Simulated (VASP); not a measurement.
Runs of VASP 6.6.1 on Fe. Symmetry: Im-3m, No. 229, cubic system. The conventional cell has a = 2.891 Å, b = 2.891 Å, c = 2.891 Å, α = 90.00°, β = 90.00°, γ = 90.00°. Within 3.3 Å of Fe (site symmetry m-3m) lie 14 Fe at 2.50 to 2.89 Å. 

```tsv
spin	fixed moment (μB)	pressure (GPa)	moment (μB)
collinear, ferromagnetic start	-	(c)	3.02
collinear, ferromagnetic start	4.92	(a)	4.92
collinear, ferromagnetic start	2.46	-6.0	2.46
collinear, zero start	0.0	-13.2	0.00
collinear, ferromagnetic start	1.23	(b)	1.23
collinear, ferromagnetic start	1.85	-17.4	1.85
collinear, ferromagnetic start	3.69	31.1	3.69
```

Alike in all rows: task single point; level PBEsol+U; potentials or basis VASP PAW PBE potentials, release 64 (Fe_sv); Fe d U = 5.3 eV; cell as given; k mesh 12 × 12 × 12; cutoff (eV) 690; smearing fermi-dirac 0.1 eV.

Fill in the values left out.

(a) 101.5; (b) -17.8; (c) 8.5.

Caveats: the PAW data sets were made with another functional, which shifts forces and pressure a little; the U is typed as a test and isn't derived for this compound; the total moment is fixed, so each spin has its own Fermi level and the state may be an excited one (at least some runs); the cell stands under tension (at least some runs); the cell stands under pressure (at least some runs); the total moment is fixed, so each spin has its own Fermi level (at least some runs).
